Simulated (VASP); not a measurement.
# SiO2 (Im-3m) in VASP: further runs

Runs on SiO2. Level: LDA. Tasks: single point, relaxation of the atoms.

Everything below comes from runs of VASP 6.6.1. Logs are shortened: lines on timing, memory, paths and dates and some standing lists are left out, and cuts for length are marked.

### Step 1. The cell of the first run

Symmetry: Im-3m, No. 229, cubic system. The conventional cell has a = 8.911 Å, b = 8.911 Å, c = 8.911 Å, α = 90.00°, β = 90.00°, γ = 90.00°. Si (site symmetry -4m2) has 4 O at 1.60 Å within 2.1 Å. O (site symmetry mm2) has 2 Si at 1.60 Å within 2.1 Å.

### Step 2. Single point, LDA

INCAR reads:

```
PREC = Accurate
ENCUT = 520
EDIFF = 1E-7
ISMEAR = 0
SIGMA = 0.02
LREAL = Auto
LASPH = True
NELM = 80
ALGO = Normal
ISIF = 2
LWAVE = False
LCHARG = False
GGA = CA
NBANDS = 63
```

KPOINTS reads:

```
Automatic mesh
0
Gamma
  4 4 4
```

POSCAR reads:

```
SiO2
1.0
   -4.4556107328      4.4556107328      4.4556107328
    4.4556107328     -4.4556107328      4.4556107328
    4.4556107328      4.4556107328     -4.4556107328
Si O
6 12
Direct
    0.5000000000      0.2500000000      0.7500000000
    0.5000000000      0.7500000000      0.2500000000
    0.2500000000      0.7500000000      0.5000000000
    0.7500000000      0.2500000000      0.5000000000
    0.2500000000      0.5000000000      0.7500000000
    0.7500000000      0.5000000000      0.2500000000
    0.3522982209      0.0000000000      0.6477017791
    0.6477017791      0.6477017791      0.2954035582
    0.3522982209      0.6477017791      0.0000000000
    0.3522982209      0.7045964418      0.3522982209
    0.6477017791      0.2954035582      0.6477017791
    0.0000000000      0.3522982209      0.6477017791
    0.7045964418      0.3522982209      0.3522982209
    0.6477017791      0.3522982209      0.0000000000
    0.0000000000      0.6477017791      0.3522982209
    0.2954035582      0.6477017791      0.6477017791
    0.3522982209      0.3522982209      0.7045964418
    0.6477017791      0.0000000000      0.3522982209
```

Potentials or basis: VASP PAW LDA potentials, release 64 (Si, O).

Started as:

```sh
cat potpaw_LDA.64/Si/POTCAR potpaw_LDA.64/O/POTCAR > POTCAR
mpirun -np 1 vasp_std > vasp.out
```

OUTCAR:

```text
PREC = Accurate
   ENCUT = 520
   EDIFF = 1E-7
   ISMEAR = 0
   LREAL = Auto
   LASPH = True
   NELM = 80
   ISIF = 2
   GGA = CA

 ion  position               nearest neighbor table
   1  0.500  0.250  0.750-   7 1.60  14 1.60  11 1.60  17 1.60
   2  0.500  0.750  0.250-   9 1.60  18 1.60  10 1.60   8 1.60
   3  0.250  0.750  0.500-   7 1.60  15 1.60  10 1.60  16 1.60
   4  0.750  0.250  0.500-  12 1.60  18 1.60  13 1.60  11 1.60
   5  0.250  0.500  0.750-   9 1.60  12 1.60  16 1.60  17 1.60
   6  0.750  0.500  0.250-  14 1.60  15 1.60   8 1.60  13 1.60
   7  0.352  0.000  0.648-   1 1.60   3 1.60
   8  0.648  0.648  0.295-   2 1.60   6 1.60
   9  0.352  0.648  0.000-   2 1.60   5 1.60
  10  0.352  0.705  0.352-   2 1.60   3 1.60
  11  0.648  0.295  0.648-   1 1.60   4 1.60
  12  0.000  0.352  0.648-   4 1.60   5 1.60
  13  0.705  0.352  0.352-   6 1.60   4 1.60
  14  0.648  0.352  0.000-   1 1.60   6 1.60
  15  0.000  0.648  0.352-   3 1.60   6 1.60
  16  0.295  0.648  0.648-   5 1.60   3 1.60
  17  0.352  0.352  0.705-   1 1.60   5 1.60
  18  0.648  0.000  0.352-   2 1.60   4 1.60

  LATTYP: Found a body centered cubic cell.
 ALAT       =     8.9112214656

  Lattice vectors:

 A1 = (  -4.4556107328,   4.4556107328,   4.4556107328)
 A2 = (   4.4556107328,  -4.4556107328,   4.4556107328)
 A3 = (   4.4556107328,   4.4556107328,  -4.4556107328)

Analysis of symmetry for initial positions (statically):
=====================================================================
 Subroutine PRICEL returns:
 Original cell was already a primitive cell.

 Routine SETGRP: Setting up the symmetry group for a
 body centered cubic supercell.

 Subroutine GETGRP returns: Found 48 space group operations
 (whereof 48 operations were pure point group operations)
 out of a pool of 48 trial point group operations.

The static configuration has the point symmetry O_h .

Analysis of symmetry for dynamics (positions and initial velocities):
=====================================================================
 Subroutine PRICEL returns:
 Original cell was already a primitive cell.

 Routine SETGRP: Setting up the symmetry group for a
 body centered cubic supercell.

 Subroutine GETGRP returns: Found 48 space group operations
 (whereof 48 operations were pure point group operations)
 out of a pool of 48 trial point group operations.

The dynamic configuration has the point symmetry O_h .

 Subroutine INISYM returns: Found 48 space group operations
 (whereof 48 operations are pure point group operations),
[... 117 lines left out ...]
   ISIF   =      2    stress and relaxation
   ISYM   =      2    0-nonsym 1-usesym 2-fastsym
   POTIM  = 0.5000    time-step for ionic-motion
   TEBEG  =    0.0;   TEEND  =   0.0 temperature during run
   PSTRESS=    0.0 pullay stress
   NELECT =      96.0000    total number of electrons
   NUPDOWN=      -1.0000    fix difference up-down
   EMIN   =  10.00;   EMAX   =-10.00  energy-range for DOS
   EFERMI =   0.00;   METHOD = LEGACY
   ISMEAR =     0;   SIGMA  =   0.02  broadening in eV -4-tet -1-fermi 0-gaus
   EFERMI_NEDOS =   21; number of points for ismear=-14 and -15
   IALGO  =     38    algorithm
   IMIX   =      4    mixing-type and parameters
     AMIX     =   0.40;   BMIX     =  1.00
     AMIX_MAG =   1.60;   BMIX_MAG =  1.00
  volume/ion in A,a.u.               =      19.66       132.65
  Fermi-wavevector in a.u.,A,eV,Ry     =   1.059834  2.002797 15.282729  1.123249
  Thomas-Fermi vector in A             =   2.195194
   LORBIT       =      0    0 simple, 1 ext, 2 COOP (PROOUT), +10 PAW based schemes
   GGA     = CA    functional components
   LHFCALC =     F    Hartree Fock is set to
   AEXX    =    0.0000 exact exchange contribution
   IVDW    =     0    specifies the selected vdW correction
   LEPSILON=     F    determine dielectric tensor
   LRPA    =     F    only Hartree local field effects (RPA)
 non-spin polarized calculation
 Gauss-broadening in eV      SIGMA  =   0.02
  energy-cutoff  :      520.00
  volume of cell :      353.82
 maximum number of plane-waves:      9597
 NGX is ok and might be reduce to    60
   NGX = 29   NGY = 29   NGZ = 29

 number of electron      96.0000011 magnetization

 Free energy of the ion-electron system (eV)
  ---------------------------------------------------
  ext. energy  EPLUGINS =         0.00000000
  ---------------------------------------------------
  free energy    TOTEN  =      -155.45297108 eV

  energy without entropy =     -155.45297108  energy(sigma->0) =     -155.45297108

 E-fermi :  -1.9504     XC(G=0):  -7.0153

 val. band max:       -2.0565027514   @ k =   0.0000   0.0000   0.0000
 cond. band min:       3.4487403854   @ k =   0.0000   0.0000   0.0000
 fundamental gap:      5.5052431368
 Fermi energy:        -1.9504362031

 k-point     1 :       0.0000    0.0000    0.0000
  band No.  band energies     occupation
      1     -21.3614      2.00000
      2     -20.4246      2.00000
      3     -20.4246      2.00000
      4     -20.4246      2.00000
      5     -19.9588      2.00000
      6     -19.9588      2.00000
[... 493 lines left out ...]
     59       8.1772      0.00000
     60       8.1772      0.00000
 [bands above 60 left out]

------------------------ aborting loop because EDIFF is reached ----------------------------------------

  FORCE on cell =-STRESS in cart. coord.  units (eV):
  Direction    XX          YY          ZZ          XY          YZ          ZX
  --------------------------------------------------------------------------------------
  -------------------------------------------------------------------------------------
  Total        0.7053867      0.7053867      0.7053867      0.0000000     -0.0000000     -0.0000000
  in kB        3.1941560      3.1941560      3.1941560      0.0000000     -0.0000000     -0.0000000
  external PRESSURE =       3.1941560 kB  Pullay stress =       0.0000000 kB

 VOLUME and BASIS-vectors are now :
 -----------------------------------------------------------------------------
  energy-cutoff  :      520.00
  volume of cell :      353.82
      direct lattice vectors                 reciprocal lattice vectors
    -4.455610733  4.455610733  4.455610733     0.000000000  0.112218062  0.112218062
     4.455610733 -4.455610733  4.455610733     0.112218062  0.000000000  0.112218062
     4.455610733  4.455610733 -4.455610733     0.112218062  0.112218062  0.000000000

 POSITION                                       TOTAL-FORCE (eV/Angst)
 -----------------------------------------------------------------------------------
      2.22781      4.45561      0.00000         0.000000      0.000000      0.000000
      2.22781      0.00000      4.45561         0.000000      0.000000      0.000000
      4.45561      0.00000      2.22781         0.000000      0.000000      0.000000
      0.00000      4.45561      2.22781         0.000000      0.000000      0.000000
      4.45561      2.22781      0.00000         0.000000      0.000000      0.000000
      0.00000      2.22781      4.45561         0.000000      0.000000      0.000000
[... 10 lines left out ...]
      3.13941      3.13941      0.00000        -0.003402     -0.003402      0.000000
     -1.31620      4.45561      1.31620        -0.003402      0.000000      0.003402
 -----------------------------------------------------------------------------------
    total drift:                                0.000000      0.000000     -0.000000

  FREE ENERGIE OF THE ION-ELECTRON SYSTEM (eV)
  ---------------------------------------------------
  free  energy   TOTEN  =      -155.4529710766 eV

  energy  without entropy=     -155.4529710766  energy(sigma->0) =     -155.45297108
```

It took 2.9 min on 1 thread of Intel Xeon 6975P-C (Granite Rapids), shared host; peak memory 0.41 GiB.

What came out:

* Free energy: -155.4530 eV
* Pressure: 0.3 GPa
* Largest force: 0.005 eV/Å
* Band gap on the k mesh: 5.51 eV

Forces in eV/Å, atoms in the order of the input:
```
Si   0.000  0.000  0.000
Si   0.000  0.000  0.000
Si   0.000  0.000  0.000
Si   0.000  0.000  0.000
Si   0.000  0.000  0.000
Si   0.000  0.000  0.000
O    0.003  0.000 -0.003
O    0.003  0.003  0.000
O    0.003 -0.003  0.000
O   -0.003  0.000 -0.003
O    0.003  0.000  0.003
O    0.000  0.003 -0.003
O    0.000 -0.003 -0.003
O   -0.003  0.003  0.000
O    0.000 -0.003  0.003
O    0.000  0.003  0.003
O   -0.003 -0.003  0.000
O   -0.003  0.000  0.003
```

### Step 3. Relaxation of the atoms, LDA (20.84 Å³/atom)

This run uses another cell than the first one, of 20.84 Å³/atom.

INCAR reads:

```
  PREC = Accurate
  ENCUT = 520
  EDIFF = 1E-6
  ISMEAR = 0
  SIGMA = 0.02
  LREAL = Auto
  LASPH = T
  NELM = 80
  ALGO = Normal
  ISIF = 2
  LWAVE = F
  LCHARG = F
  IBRION = 2
  NSW = 50
  EDIFFG = -0.01
  KPAR = 4
```

KPOINTS reads:

```
regular mesh
0
Gamma
  4 4 4
```

POSCAR reads:

```
SiO2
1.0
   -4.5429978349      4.5429978349      4.5429978349
    4.5429978349     -4.5429978349      4.5429978349
    4.5429978349      4.5429978349     -4.5429978349
Si O
6 12
Direct
    0.5000000000      0.2500000000      0.7500000000
    0.5000000000      0.7500000000      0.2500000000
    0.2500000000      0.7500000000      0.5000000000
    0.7500000000      0.2500000000      0.5000000000
    0.2500000000      0.5000000000      0.7500000000
    0.7500000000      0.5000000000      0.2500000000
    0.3535860942      0.0000000000      0.6464139058
    0.6464139058      0.6464139058      0.2928278116
    0.3535860942      0.6464139058      0.0000000000
    0.3535860942      0.7071721884      0.3535860942
    0.6464139058      0.2928278116      0.6464139058
    0.0000000000      0.3535860942      0.6464139058
    0.7071721884      0.3535860942      0.3535860942
    0.6464139058      0.3535860942      0.0000000000
    0.0000000000      0.6464139058      0.3535860942
    0.2928278116      0.6464139058      0.6464139058
    0.3535860942      0.3535860942      0.7071721884
    0.6464139058      0.0000000000      0.3535860942
```

Potentials or basis: VASP PAW LDA potentials, release 64 (Si, O).

Started as:

```sh
cat potpaw_LDA.64/Si/POTCAR potpaw_LDA.64/O/POTCAR > POTCAR
mpirun -np 4 vasp_std > vasp.out
```

Wall time 4.6 min (4 MPI ranks of AMD EPYC 7R13 (Zen 3), shared host); peak memory 0.43 GiB.

Results (log left out):

- Free energy: -155.1039 eV
- Energy gained by relaxing: 0.8 meV/atom
- Ionic steps: 4
- Pressure after relaxing: -5.6 GPa
- Band gap on the k mesh: 5.38 eV

The path:
```tsv
step	energy change (eV)	largest force (eV/Å)	pressure (GPa)
1	0.0000	0.1585	-6.01
2	-0.0108	0.0753	-5.80
3	-0.0139	0.0115	-5.65
4	-0.0140	0.0003	-5.63
```

Final structure:
```
Si O
1.0
    -4.54300    4.54300    4.54300
     4.54300   -4.54300    4.54300
     4.54300    4.54300   -4.54300
Si O
6 12
Cartesian
  2.2715 4.5430 0.0000
  2.2715 0.0000 4.5430
  4.5430 0.0000 2.2715
  0.0000 4.5430 2.2715
  4.5430 2.2715 0.0000
  0.0000 2.2715 4.5430
  1.3199 4.5430 -1.3199
  1.3199 1.3199 4.5430
  1.3199 -1.3199 4.5430
  3.2231 0.0000 3.2231
  1.3199 4.5430 1.3199
  0.0000 5.8629 3.2231
  0.0000 3.2231 3.2231
  -1.3199 1.3199 4.5430
  4.5430 -1.3199 1.3199
  4.5430 1.3199 1.3199
  3.2231 3.2231 0.0000
  3.2231 0.0000 5.8629
```

Levels at points of the mesh, in eV from the valence-band top:
| k point | band 44 | band 45 | band 46 | band 47 | band 48 | band 49 | band 50 | band 51 | band 52 | band 53 |
| --- | --- | --- | --- | --- | --- | --- | --- | --- | --- | --- |
| (0.00, 0.00, 0.00) | -0.89 | -0.33 | -0.33 | -0.33 | 0.00 | 5.38 | 8.03 | 8.03 | 8.03 | 8.08 |
| (0.50, 0.00, 0.00) | -0.73 | -0.39 | -0.37 | -0.31 | -0.04 | 6.46 | 6.80 | 8.10 | 8.28 | 8.37 |
| (0.50, 0.50, 0.50) | -0.67 | -0.67 | -0.03 | -0.03 | -0.03 | 7.22 | 7.22 | 7.62 | 7.88 | 7.88 |

A k mesh can miss the band edges.

### Step 4. Relaxation of the atoms, LDA (17.89 Å³/atom)

This run uses another cell than the first one, of 17.89 Å³/atom.

INCAR reads:

```
PREC = Accurate ; ENCUT = 520
EDIFF = 1E-6 ; ISMEAR = 0
SIGMA = 0.02 ; LREAL = Auto
LASPH = True ; NELM = 60
ALGO = Normal ; ISIF = 2
LWAVE = False ; LCHARG = False
GGA = CA ; IBRION = 2
NSW = 50 ; EDIFFG = -0.01
```

KPOINTS is that of step 3.

POSCAR reads:

```
SiO2
1.0
   -4.3177189746      4.3177189746      4.3177189746
    4.3177189746     -4.3177189746      4.3177189746
    4.3177189746      4.3177189746     -4.3177189746
Si O
6 12
Direct
    0.5000000000      0.2500000000      0.7500000000
    0.5000000000      0.7500000000      0.2500000000
    0.2500000000      0.7500000000      0.5000000000
    0.7500000000      0.2500000000      0.5000000000
    0.2500000000      0.5000000000      0.7500000000
    0.7500000000      0.5000000000      0.2500000000
    0.3490554509      0.0000000000      0.6509445491
    0.6509445491      0.6509445491      0.3018890983
    0.3490554509      0.6509445491      0.0000000000
    0.3490554509      0.6981109017      0.3490554509
    0.6509445491      0.3018890983      0.6509445491
    0.0000000000      0.3490554509      0.6509445491
    0.6981109017      0.3490554509      0.3490554509
    0.6509445491      0.3490554509      0.0000000000
    0.0000000000      0.6509445491      0.3490554509
    0.3018890983      0.6509445491      0.6509445491
    0.3490554509      0.3490554509      0.6981109017
    0.6509445491      0.0000000000      0.3490554509
```

Started as:

```sh
cat potpaw_LDA.64/Si/POTCAR potpaw_LDA.64/O/POTCAR > POTCAR
mpirun -np 1 vasp_std > vasp.out
```

Run time: 7 min. Hardware: 1 thread of Oxide Virtual Turin-like, shared host; peak memory 0.34 GiB.

It converged, with:

| Quantity | Value |
| --- | --- |
| Free energy | -154.2478 eV |
| Energy gained by relaxing | 2.2 meV/atom |
| Ionic steps | 4 |
| Pressure after relaxing | 12.1 GPa |
| Largest force after relaxing | 0.004 eV/Å |
| Band gap on the k mesh | 5.41 eV |

Forces on the atoms (eV/Å):
```
Si   0.000  0.000  0.000
Si   0.000  0.000  0.000
Si   0.000  0.000  0.000
Si   0.000  0.000  0.000
Si   0.000  0.000  0.000
Si   0.000  0.000  0.000
O    0.003  0.000 -0.003
O    0.003  0.003  0.000
O    0.003 -0.003  0.000
O   -0.003  0.000 -0.003
O    0.003  0.000  0.003
O    0.000  0.003 -0.003
O    0.000 -0.003 -0.003
O   -0.003  0.003  0.000
O    0.000 -0.003  0.003
O    0.000  0.003  0.003
O   -0.003 -0.003  0.000
O   -0.003  0.000  0.003
```

The path:
```csv
step,energy change (eV),largest force (eV/Å),pressure (GPa)
1,0.0000,0.2655,13.34
2,-0.0304,0.1278,12.69
3,-0.0396,0.0142,12.16
4,-0.0398,0.0036,12.09
```

Final structure:
```
Si O
1.0
    -4.31772    4.31772    4.31772
     4.31772   -4.31772    4.31772
     4.31772    4.31772   -4.31772
Si O
6 12
Direct
  0.50000 0.25000 0.75000
  0.50000 0.75000 0.25000
  0.25000 0.75000 0.50000
  0.75000 0.25000 0.50000
  0.25000 0.50000 0.75000
  0.75000 0.50000 0.25000
  0.34702 0.00000 0.65298
  0.65298 0.65298 0.30596
  0.34702 0.65298 0.00000
  0.34702 0.69404 0.34702
  0.65298 0.30596 0.65298
  0.00000 0.34702 0.65298
  0.69404 0.34702 0.34702
  0.65298 0.34702 0.00000
  0.00000 0.65298 0.34702
  0.30596 0.65298 0.65298
  0.34702 0.34702 0.69404
  0.65298 0.00000 0.34702
```

Levels at points of the mesh, in eV from the valence-band top:
| k point | band 44 | band 45 | band 46 | band 47 | band 48 | band 49 | band 50 | band 51 | band 52 | band 53 |
| --- | --- | --- | --- | --- | --- | --- | --- | --- | --- | --- |
| (0.00, 0.00, 0.00) | -0.94 | -0.87 | -0.87 | -0.87 | 0.00 | 5.41 | 8.47 | 8.47 | 8.47 | 8.96 |
| (0.50, 0.00, 0.00) | -0.94 | -0.86 | -0.75 | -0.45 | -0.34 | 6.66 | 6.80 | 8.38 | 8.40 | 8.58 |
| (0.50, 0.50, 0.50) | -0.94 | -0.94 | -0.37 | -0.37 | -0.37 | 7.43 | 7.43 | 7.47 | 8.06 | 8.06 |

### Step 5. Relaxation of the atoms, LDA (19.07 Å³/atom)

This run uses another cell than the first one, of 19.07 Å³/atom.

INCAR reads:

```
ALGO = Normal
EDIFF = 1E-7
EDIFFG = -0.01
ENCUT = 520
GGA = CA
IBRION = 2
ISIF = 2
ISMEAR = 0
KPAR = 4
LASPH = T
LCHARG = F
LREAL = Auto
LWAVE = F
NELM = 100
NSW = 50
PREC = Accurate
SIGMA = 0.02
```

KPOINTS reads:

```
k-points
0
Gamma
  4 4 4
```

POSCAR reads:

```
SiO2
1.0
   -4.4106014865      4.4106014865      4.4106014865
    4.4106014865     -4.4106014865      4.4106014865
    4.4106014865      4.4106014865     -4.4106014865
Si O
6 12
Direct
    0.5000000000      0.2500000000      0.7500000000
    0.5000000000      0.7500000000      0.2500000000
    0.2500000000      0.7500000000      0.5000000000
    0.7500000000      0.2500000000      0.5000000000
    0.2500000000      0.5000000000      0.7500000000
    0.7500000000      0.5000000000      0.2500000000
    0.3522982209      0.0000000000      0.6477017791
    0.6477017791      0.6477017791      0.2954035582
    0.3522982209      0.6477017791      0.0000000000
    0.3522982209      0.7045964418      0.3522982209
    0.6477017791      0.2954035582      0.6477017791
    0.0000000000      0.3522982209      0.6477017791
    0.7045964418      0.3522982209      0.3522982209
    0.6477017791      0.3522982209      0.0000000000
    0.0000000000      0.6477017791      0.3522982209
    0.2954035582      0.6477017791      0.6477017791
    0.3522982209      0.3522982209      0.7045964418
    0.6477017791      0.0000000000      0.3522982209
```

Started as:

```sh
cat potpaw_LDA.64/Si/POTCAR potpaw_LDA.64/O/POTCAR > POTCAR
mpirun -np 4 vasp_std > vasp.out
```

It took 5.4 min on 4 MPI ranks of Oxide Virtual Turin-like, shared host; peak memory 0.42 GiB.

The run converged. Its results:

```yaml
Free_energy: -155.3077 eV
Energy_gained_by_relaxing: 1.3 meV/atom
Ionic_steps: 3
Pressure_after_relaxing: 3.8 GPa
Band_gap_on_the_k_mesh: 5.51 eV
```

The path:
| step | energy change (eV) | largest force (eV/Å) | pressure (GPa) |
| --- | --- | --- | --- |
| 1 | 0.0000 | 0.2048 | 4.57 |
| 2 | -0.0178 | 0.0977 | 4.18 |
| 3 | -0.0235 | 0.0010 | 3.81 |

Final structure:
```
CELL_PARAMETERS angstrom
-4.41060 4.41060 4.41060
4.41060 -4.41060 4.41060
4.41060 4.41060 -4.41060
ATOMIC_POSITIONS crystal
Si 0.50000 0.25000 0.75000
Si 0.50000 0.75000 0.25000
Si 0.25000 0.75000 0.50000
Si 0.75000 0.25000 0.50000
Si 0.25000 0.50000 0.75000
Si 0.75000 0.50000 0.25000
O 0.35072 0.00000 0.64928
O 0.64928 0.64928 0.29856
O 0.35072 0.64928 0.00000
O 0.35072 0.70144 0.35072
O 0.64928 0.29856 0.64928
O 0.00000 0.35072 0.64928
O 0.70144 0.35072 0.35072
O 0.64928 0.35072 0.00000
O 0.00000 0.64928 0.35072
O 0.29856 0.64928 0.64928
O 0.35072 0.35072 0.70144
O 0.64928 0.00000 0.35072
```

Levels at points of the mesh, in eV from the valence-band top:
```tsv
k point	band 44	band 45	band 46	band 47	band 48	band 49	band 50	band 51	band 52	band 53
(0.00, 0.00, 0.00)	-0.93	-0.60	-0.60	-0.60	0.00	5.51	8.62	8.62	8.62	8.82
(0.50, 0.00, 0.00)	-0.83	-0.63	-0.53	-0.42	-0.20	6.70	6.88	8.44	8.44	8.63
(0.50, 0.50, 0.50)	-0.81	-0.81	-0.20	-0.20	-0.20	7.50	7.50	7.55	8.04	8.04
```

### Step 6. Overview

| task | cell | gap on the mesh (eV) | pressure (GPa) |
| --- | --- | --- | --- |
| single point | a = 7.717 Å, angles 109.5°, 18 atoms, atomic positions A | 5.51 | 0.3 |
| relaxation of the atoms | atoms relaxed from a = 7.869 Å, angles 109.5°, 18 atoms, atomic positions B | 5.38 | -5.6 |
| relaxation of the atoms | atoms relaxed from a = 7.479 Å, angles 109.5°, 18 atoms, atomic positions C | 5.41 | 12.1 |
| relaxation of the atoms | atoms relaxed from a = 7.639 Å, angles 109.5°, 18 atoms, atomic positions A | 5.51 | 3.8 |

Alike in all rows: level LDA; potentials or basis VASP PAW LDA potentials, release 64 (Si, O); no spin polarisation; k mesh 4 × 4 × 4; cutoff (eV) 520; smearing gaussian 0.02 eV.

Total energies depend on the potentials used, so only differences within one code and one set of settings carry meaning.
